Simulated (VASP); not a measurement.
# SiNi (P2_13) in VASP: a series of runs, part 2 of 2

VASP 6.6.1. Earlier steps stand in the parts before.

## 4. Relaxation of the atoms, PBE (12.69 Å³/atom)

This run uses another cell than the first one, of 12.69 Å³/atom.

INCAR

```
SYSTEM = SiNi
  PREC = Accurate
  ENCUT = 520
  EDIFF = 1E-6
  ISMEAR = 0
  SIGMA = 0.1
  LREAL = .False.
  LASPH = .True.
  NELM = 60
  ALGO = Fast
  ISIF = 2
  LWAVE = .False.
  LCHARG = .False.
  GGA = PE
  IBRION = 2
  NSW = 50
  EDIFFG = -0.01
```

KPOINTS

```
Automatic mesh
0
Gamma
  8 8 8
  0 0 0
```

POSCAR

```
SiNi
1.0
    4.6644696605      0.0000000000      0.0000000000
    0.0000000000      4.6644696605      0.0000000000
    0.0000000000      0.0000000000      4.6644696605
Si Ni
4 4
Direct
    0.8456556585      0.8456556585      0.8456556585
    0.6543443415      0.1543443415      0.3456556585
    0.3456556585      0.6543443415      0.1543443415
    0.1543443415      0.3456556585      0.6543443415
    0.1468129508      0.1468129508      0.1468129508
    0.3531870492      0.8531870492      0.6468129508
    0.6468129508      0.3531870492      0.8531870492
    0.8531870492      0.6468129508      0.3531870492
```

Potentials or basis: VASP PAW PBE potentials, release 64 (Si, Ni).

Launch:

```sh
> cat potpaw_PBE.64/Si/POTCAR potpaw_PBE.64/Ni/POTCAR > POTCAR
> mpirun -np 1 vasp_std > vasp.out
```

OUTCAR:

```text
SYSTEM = SiNi
   PREC = Accurate
   ENCUT = 520
   EDIFF = 1E-6
   ISMEAR = 0
   LREAL = .False.
   LASPH = .True.
   NELM = 60
   ISIF = 2
   GGA = PE
   IBRION = 2
   NSW = 50
   EDIFFG = -0.01

 ion  position               nearest neighbor table
   1  0.846  0.846  0.846-   5 2.43   6 2.48   7 2.48   8 2.48   7 2.54   8 2.54   6 2.54   3 2.88
                             4 2.88   2 2.88   2 2.88   4 2.88   3 2.88
   2  0.654  0.154  0.346-   6 2.43   5 2.48   7 2.48   8 2.48   7 2.54   8 2.54   5 2.54   1 2.88
                             1 2.88   3 2.88   3 2.88   4 2.88   4 2.88
   3  0.346  0.654  0.154-   7 2.43   6 2.48   5 2.48   8 2.48   8 2.54   6 2.54   5 2.54   1 2.88
                             4 2.88   2 2.88   2 2.88   4 2.88   1 2.88
   4  0.154  0.346  0.654-   8 2.43   6 2.48   7 2.48   5 2.48   6 2.54   5 2.54   7 2.54   1 2.88
                             3 2.88   2 2.88   1 2.88   2 2.88   3 2.88
   5  0.147  0.147  0.147-   1 2.43   2 2.48   3 2.48   4 2.48   3 2.54   4 2.54   2 2.54   6 2.87
                             7 2.87   8 2.87   6 2.87   8 2.87   7 2.87
   6  0.353  0.853  0.647-   2 2.43   1 2.48   3 2.48   4 2.48   3 2.54   4 2.54   1 2.54   8 2.87
                             5 2.87   5 2.87   7 2.87   7 2.87   8 2.87
   7  0.647  0.353  0.853-   3 2.43   2 2.48   1 2.48   4 2.48   4 2.54   2 2.54   1 2.54   8 2.87
                             5 2.87   8 2.87   6 2.87   6 2.87   5 2.87
   8  0.853  0.647  0.353-   4 2.43   2 2.48   3 2.48   1 2.48   2 2.54   1 2.54   3 2.54   7 2.87
                             5 2.87   7 2.87   5 2.87   6 2.87   6 2.87

  LATTYP: Found a simple cubic cell.
 ALAT       =     4.6644696605

  Lattice vectors:

 A1 = (   4.6644696605,   0.0000000000,   0.0000000000)
 A2 = (   0.0000000000,   4.6644696605,   0.0000000000)
 A3 = (   0.0000000000,   0.0000000000,   4.6644696605)

Analysis of symmetry for initial positions (statically):
=====================================================================
 Subroutine PRICEL returns:
 Original cell was already a primitive cell.

 Routine SETGRP: Setting up the symmetry group for a
 simple cubic supercell.

 Subroutine GETGRP returns: Found 12 space group operations
 (whereof  3 operations were pure point group operations)
 out of a pool of 48 trial point group operations.

The static configuration has the point symmetry C_3 .
 The point group associated with its full space group is T   .

Analysis of symmetry for dynamics (positions and initial velocities):
=====================================================================
 Subroutine PRICEL returns:
 Original cell was already a primitive cell.

 Routine SETGRP: Setting up the symmetry group for a
 simple cubic supercell.

 Subroutine GETGRP returns: Found 12 space group operations
 (whereof  3 operations were pure point group operations)
 out of a pool of 48 trial point group operations.

The dynamic configuration has the point symmetry C_3 .
 The point group associated with its full space group is T   .

 Subroutine INISYM returns: Found 12 space group operations
 (whereof  3 operations are pure point group operations),
 and found     1 'primitive' translations

----------------------------------------------------------------------------------------

                                     Primitive cell

  volume of cell :     101.4862

  direct lattice vectors                    reciprocal lattice vectors
     4.664469661  0.000000000  0.000000000     0.214386645  0.000000000  0.000000000
     0.000000000  4.664469661  0.000000000     0.000000000  0.214386645  0.000000000
[... 85 lines left out ...]
   NGX,Y,Z   is equivalent  to a cutoff of  12.83, 12.83, 12.83 a.u.
   NGXF,Y,Z  is equivalent  to a cutoff of  25.66, 25.66, 25.66 a.u.
 SYSTEM =  SiNi
   PREC   = accura    normal or accurate (medium, high low for compatibility)
   ISTART =      0    job   : 0-new  1-cont  2-samecut
   ICHARG =      2    charge: 1-file 2-atom 10-const
   ISPIN  =      1    spin polarized calculation?
   LNONCOLLINEAR =      F non collinear calculations
   LSORBIT =      F    spin-orbit coupling
   LASPH  =      T    aspherical Exc in radial PAW
   ENCUT  =  520.0 eV  38.22 Ry    6.18 a.u.   8.67  8.67  8.67*2*pi/ulx,y,z
   NELM   =     60;   NELMIN=  2; NELMDL= -5     # of ELM steps
   EDIFF  = 0.1E-05   stopping-criterion for ELM
   LREAL  =      F    real-space projection
   EDIFFG = -.1E-01   stopping-criterion for IOM
   NSW    =     50    number of steps for IOM
   IBRION =      2    ionic relax: 0-MD 1-quasi-New 2-CG
   NFREE  =      1    steps in history (QN), initial steepest desc. (CG)
   ISIF   =      2    stress and relaxation
   ISYM   =      2    0-nonsym 1-usesym 2-fastsym
   POTIM  = 0.5000    time-step for ionic-motion
   TEBEG  =    0.0;   TEEND  =   0.0 temperature during run
   PSTRESS=    0.0 pullay stress
   NELECT =      56.0000    total number of electrons
   NUPDOWN=      -1.0000    fix difference up-down
   EMIN   =  10.00;   EMAX   =-10.00  energy-range for DOS
   EFERMI =   0.00;   METHOD = LEGACY
   ISMEAR =     0;   SIGMA  =   0.10  broadening in eV -4-tet -1-fermi 0-gaus
   EFERMI_NEDOS =   21; number of points for ismear=-14 and -15
   IALGO  =     68    algorithm
   IMIX   =      4    mixing-type and parameters
     AMIX     =   0.40;   BMIX     =  1.00
     AMIX_MAG =   1.60;   BMIX_MAG =  1.00
  volume/ion in A,a.u.               =      12.69        85.61
  Fermi-wavevector in a.u.,A,eV,Ry     =   1.342771  2.537469 24.531760  1.803034
  Thomas-Fermi vector in A             =   2.470898
   LORBIT       =      0    0 simple, 1 ext, 2 COOP (PROOUT), +10 PAW based schemes
   GGA     = PE    functional components
   LHFCALC =     F    Hartree Fock is set to
   AEXX    =    0.0000 exact exchange contribution
   IVDW    =     0    specifies the selected vdW correction
   LEPSILON=     F    determine dielectric tensor
   LRPA    =     F    only Hartree local field effects (RPA)
 conjugate gradient relaxation of ions
 non-spin polarized calculation
 RMM-DIIS sequential band-by-band and
 Gauss-broadening in eV      SIGMA  =   0.10
  energy-cutoff  :      520.00
  volume of cell :      101.49
 maximum number of plane-waves:      2800
   NGX = 17   NGY = 17   NGZ = 17

--------------------------------------- Ionic step        1  -------------------------------------------

 number of electron      55.9999971 magnetization

 Free energy of the ion-electron system (eV)
  ---------------------------------------------------
  ext. energy  EPLUGINS =         0.00000000
  ---------------------------------------------------
  free energy    TOTEN  =       -46.41450031 eV

  energy without entropy =      -46.40168487  energy(sigma->0) =      -46.40809259

------------------------ aborting loop because EDIFF is reached ----------------------------------------

  FORCE on cell =-STRESS in cart. coord.  units (eV):
  Direction    XX          YY          ZZ          XY          YZ          ZX
  --------------------------------------------------------------------------------------
  -------------------------------------------------------------------------------------
  Total       -8.8068997     -8.8068997     -8.8068997      0.0000000     -0.0000000      0.0000000
  in kB     -139.0358562   -139.0358562   -139.0358562      0.0000000     -0.0000000      0.0000000
  external PRESSURE =    -139.0358562 kB  Pullay stress =       0.0000000 kB
[... 155 lines left out ...]
--------------------------------------- Ionic step        5  -------------------------------------------

 number of electron      55.9999976 magnetization

 Free energy of the ion-electron system (eV)
  ---------------------------------------------------
  ext. energy  EPLUGINS =         0.00000000
  ---------------------------------------------------
  free energy    TOTEN  =       -46.41648553 eV

  energy without entropy =      -46.40390522  energy(sigma->0) =      -46.41019537

 E-fermi :  10.2236     XC(G=0): -12.0465

 val. band max:       10.1946410314   @ k =   0.2500   0.0000   0.0000
 cond. band min:      10.2280696679   @ k =   0.5000   0.1250   0.0000
 fundamental gap:      0.0334286365
 Fermi energy:        10.2236404020

 k-point     1 :       0.0000    0.0000    0.0000
  band No.  band energies     occupation
      1      -2.8689      2.00000
      2       2.1386      2.00000
      3       2.1386      2.00000
      4       2.1386      2.00000
      5       4.7044      2.00000
      6       4.7044      2.00000
[... 853 lines left out ...]
     32      11.8943      0.00000
     33      12.1989      0.00000

 [... further k-points ...]

------------------------ aborting loop because EDIFF is reached ----------------------------------------

  FORCE on cell =-STRESS in cart. coord.  units (eV):
  Direction    XX          YY          ZZ          XY          YZ          ZX
  --------------------------------------------------------------------------------------
  -------------------------------------------------------------------------------------
  Total       -8.3915013     -8.3915013     -8.3915013      0.0000000     -0.0000000      0.0000000
  in kB     -132.4778992   -132.4778992   -132.4778992      0.0000000     -0.0000000      0.0000000
  external PRESSURE =    -132.4778992 kB  Pullay stress =       0.0000000 kB
[... 23 lines left out ...]
  FREE ENERGIE OF THE ION-ELECTRON SYSTEM (eV)
  ---------------------------------------------------
  free  energy   TOTEN  =       -46.4164855331 eV

  energy  without entropy=      -46.4039052162  energy(sigma->0) =      -46.41019537

 reached required accuracy - stopping structural energy minimisation
```

Wall time 10 min (1 thread of Oxide Virtual Turin-like, shared host); peak memory 0.25 GiB.

Results:

```
Free energy                  : -46.4165 eV
Energy gained by relaxing    : 0.2 meV/atom
Ionic steps                  : 5
Pressure after relaxing      : -13.2 GPa
Largest force after relaxing : 0.009 eV/Å
Band gap on the k mesh       : zero (bands 28 and 29 overlap by 1.01 eV)
```

Forces in eV/Å, atoms in the order of the input:
```
Si   0.005  0.005  0.005
Si  -0.005 -0.005  0.005
Si   0.005 -0.005 -0.005
Si  -0.005  0.005 -0.005
Ni   0.000  0.000  0.000
Ni   0.000  0.000  0.000
Ni   0.000  0.000  0.000
Ni   0.000  0.000  0.000
```

The path:
| step | energy change (eV) | largest force (eV/Å) | pressure (GPa) |
| --- | --- | --- | --- |
| 1 | 0.0000 | 0.0374 | -13.90 |
| 2 | -0.0003 | 0.0343 | -13.46 |
| 3 | -0.0011 | 0.0272 | -13.44 |
| 4 | -0.0016 | 0.0304 | -13.36 |
| 5 | -0.0020 | 0.0086 | -13.25 |

Final structure:
```
Si Ni
1.0
     4.66447    0.00000    0.00000
     0.00000    4.66447    0.00000
     0.00000    0.00000    4.66447
Si Ni
4 4
Direct
  0.84482 0.84482 0.84482
  0.65518 0.15518 0.34482
  0.34482 0.65518 0.15518
  0.15518 0.34482 0.65518
  0.14395 0.14395 0.14395
  0.35605 0.85605 0.64395
  0.64395 0.35605 0.85605
  0.85605 0.64395 0.35605
```

Levels at points of the mesh, in eV from the Fermi level:
| k point | band 25 | band 26 | band 27 | band 28 | band 29 | band 30 | band 31 | band 32 |
| --- | --- | --- | --- | --- | --- | --- | --- | --- |
| (0.00, 0.00, 0.00) | -1.29 | -1.29 | -1.29 | 0.83 | 0.83 | 0.83 | 1.44 | 1.44 |
| (0.50, 0.00, 0.00) | -1.60 | -1.60 | -0.40 | -0.40 | -0.18 | -0.18 | 2.56 | 2.56 |
| (0.50, 0.50, 0.00) | -1.19 | -1.19 | -0.77 | -0.77 | 0.28 | 0.28 | 0.85 | 0.85 |
| (0.50, 0.50, 0.50) | -1.42 | -1.42 | -1.42 | -1.42 | 3.71 | 3.71 | 3.71 | 3.71 |

Spin polarisation is off, so any magnetic state and its effect on volume and gap are missing.

## 5. Overview

```tsv
cell	gap on the mesh (eV)	pressure (GPa)
atoms relaxed from a = 4.426 Å, 8 atoms, atomic positions A	none	12.8
atoms relaxed from a = 4.563 Å, 8 atoms, atomic positions B	none	-4.9
atoms relaxed from a = 4.664 Å, 8 atoms, atomic positions C	none	-13.2
```

Alike in all rows: task relaxation of the atoms; level PBE; potentials or basis VASP PAW PBE potentials, release 64 (Si, Ni); no spin polarisation; k mesh 8 × 8 × 8; cutoff (eV) 520; smearing gaussian 0.1 eV.

Total energies depend on the potentials used, so only differences within one code and one set of settings carry meaning.

The gap in the log of VASP goes by the Fermi energy; the results here count the filled bands.